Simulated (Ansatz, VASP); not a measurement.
# One calculation of Si, two programs

The input INCAR:

```
SYSTEM = Si
PREC     = Accurate       ! precision mode
ENCUT    = 600            ! plane-wave cutoff, eV
EDIFF    = 1E-6           ! SCF threshold, eV
ISMEAR   = 0              ! smearing method
SIGMA    = 0.1            ! smearing width, eV
LREAL    = .False.        ! projectors in reciprocal space
LASPH    = .True.         ! aspherical terms in the spheres
NELM     = 100            ! most SCF steps
ALGO     = Normal         ! electronic algorithm
ISIF     = 3              ! what is computed and relaxed
LWAVE    = .False.        ! write WAVECAR
LCHARG   = .False.        ! write CHGCAR
GGA      = PS             ! functional
IBRION   = 2              ! ionic algorithm
NSW      = 90             ! ionic steps
EDIFFG   = -0.04          ! ionic threshold
```

Contents of KPOINTS:

```
regular mesh
0
Gamma
  6 6 6
  0 0 0
```

POSCAR

```
Si
1.0
    1.8721823521      1.0809049850      3.4717377103
   -1.8721823521      1.0809049850      3.4717377103
    0.0000000000     -2.1618099699      3.4717377103
Si
2
Direct
    0.2275400000      0.2275400000      0.2275400000
    0.7724600000      0.7724600000      0.7724600000
```

Input for Ansatz:

```yaml
crystal:
  lattice:
    - [1.8721823521, 1.080904985, 3.4717377103]
    - [-1.8721823521, 1.080904985, 3.4717377103]
    - [0.0, -2.1618099699, 3.4717377103]
  atoms:
    - { symbol: Si, position: [0.22754, 0.22754, 0.22754] }
    - { symbol: Si, position: [0.77246, 0.77246, 0.77246] }
basis:
  ecutwfc: 420
kpoints:
  mp_grid: { grid: [6, 6, 6] }
hamiltonian:
  xc: pbesol
scf:
  occupations: { method: gaussian, width: 0.1 }
  lower_state_search: "off"
output:
  forces: true
  stress: true
  eigenvalues: true
relax:
  adjacent_minimum: "off"
  f_tol: 0.04
  max_steps: 70
  cell: { stress_tol: 0.4 }
```

Alike in both runs: task relaxation of cell and atoms; functional PBEsol; k mesh 6 × 6 × 6; occupations gaussian, width 0.1 eV; no spin polarisation.

```csv
,VASP,Ansatz
version,VASP 6.6.1,Ansatz 0.2.0
potentials or method,"VASP PAW PBE potentials, release 64 (Si), cutoff 600 eV","scalar-relativistic, plane waves, PAW"
valence electrons in the cell,8,8
```

|  | VASP | Ansatz | Ansatz less VASP |
| --- | --- | --- | --- |
| gap on the k mesh at the Fermi level, each at its own relaxed structure (eV) | none | none | - |
| relaxed volume (Å³/atom) | 15.88 | 15.74 | -0.139 |
| relaxed cell length with the largest relative difference (Å) | 3.502 | 3.653 | +0.1504 |

VASP's potentials were made for PBE, not for PBEsol. A gap of «none» marks a metal or a gap that the smearing closes.

Noted on VASP's run: the volume moved by over 15 % at a fixed basis, so the end points are rough.
